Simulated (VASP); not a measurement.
Here is a VASP 6.6.1 calculation.

POSCAR

```
C
1.0
    0.0000000000      1.5827675000      1.7834000000
    1.9840325000      0.0000000000      1.7834000000
    1.9840325000      1.5827675000      0.0000000000
C
2
Direct
    0.5000000000      0.5000000000      0.5000000000
    0.7500000000      0.7500000000      0.7500000000
```

File INCAR.step1:

```
SYSTEM = C
PREC = Accurate
ENCUT = 910
ISMEAR = 0
SIGMA = 0.05
LREAL = .False.
LASPH = .True.
NELM = 120
NBANDS = 11
GGA = PE
ALGO = Normal
EDIFF = 1E-5
LWAVE = .True.
LCHARG = .False.
GGA_COMPAT = .False.
```

The input INCAR.step2:

```
SYSTEM = C
PREC = Accurate
ENCUT = 910
EDIFF = 1E-6
ISMEAR = 0
SIGMA = 0.05
LREAL = .False.
LASPH = .True.
NELM = 120
ALGO = Normal
ISIF = 2
LWAVE = .False.
LCHARG = .False.
METAGGA = R2SCAN
LMIXTAU = .True.
NBANDS = 11
ISTART = 1
GGA_COMPAT = .False.
```

Contents of KPOINTS:

```
Automatic mesh
0
Gamma
  12 12 12
  0 0 0
```

Potentials or basis: VASP PAW PBE potentials, release 64 (C_h).

Run with:

```bash
$ cat potpaw_PBE.64/C_h/POTCAR > POTCAR
$ cp INCAR.step1 INCAR
$ mpirun -np 1 vasp_std > vasp.out
$ cp INCAR.step2 INCAR
$ mpirun -np 1 vasp_std > vasp.out
```

(1) Predict the band gap on the k mesh.

(2) Estimate the pressure.

Results:

(1) 0.07 eV (least direct gap 3.15 eV).

(2) 4.0 GPa.

Caveat: the cell differs from its parent crystal (strain +0.1125 x Voigt [1, -1, 0, 0, 0, 0]); the cutoff is under 1.25 times the usual one of these potentials, so pressure, stress and relaxed cells hold a basis-set (Pulay) error; the cell stands under pressure; the PAW data sets were made with another functional, which shifts forces and pressure a little.
